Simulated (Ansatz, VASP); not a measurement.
## SnO2: VASP beside Ansatz

```
CELL_PARAMETERS angstrom
4.72013 0.00000 0.00000
0.00000 4.72063 0.00000
0.00000 0.00000 3.18882
ATOMIC_POSITIONS crystal
Sn 0.50000 0.50000 0.50000
Sn 0.00000 0.00000 0.00000
O 0.30599 0.30617 0.00000
O 0.80599 0.19383 0.50000
O 0.19401 0.80617 0.50000
O 0.69401 0.69383 0.00000
```

Alike in both runs: task single point; functional LDA; k mesh 6 × 6 × 10; occupations gaussian, width 0.05 eV; no spin polarisation.

|  | VASP | Ansatz |
| --- | --- | --- |
| version | VASP 6.6.1 | Ansatz 0.2.0 |
| potentials or method | VASP PAW LDA potentials, release 64 (Sn_d, O), cutoff 520 eV | scalar-relativistic, plane waves, PAW |
| valence electrons in the cell | 52 | 52 |

VASP gave:

| Quantity | Value |
| --- | --- |
| gap on the k mesh at the Fermi level (eV) | 1.21 |
| least direct gap on the mesh (eV) | 1.21 |
| pressure (GPa) | 1.4 |
| traceless stress, the component that is largest in VASP (GPa) | 0.38 |
| rms of the force components (eV/Å) | 0.013 |

Task: What did Ansatz give for the same quantities?

Result: gap on the k mesh at the Fermi level (eV): 1.18; least direct gap on the mesh (eV): 1.18; pressure (GPa): 0.0; traceless stress, the component that is largest in VASP (GPa): 0.00; rms of the force components (eV/Å): 0.000.

Ansatz warns that its potentials were made for another functional, while VASP's fit it. LDA's correlation is that of Perdew and Zunger in VASP and of Perdew and Wang (1992) in Ansatz. Atom by atom the forces differ by 0.013 eV/Å (rms over components).
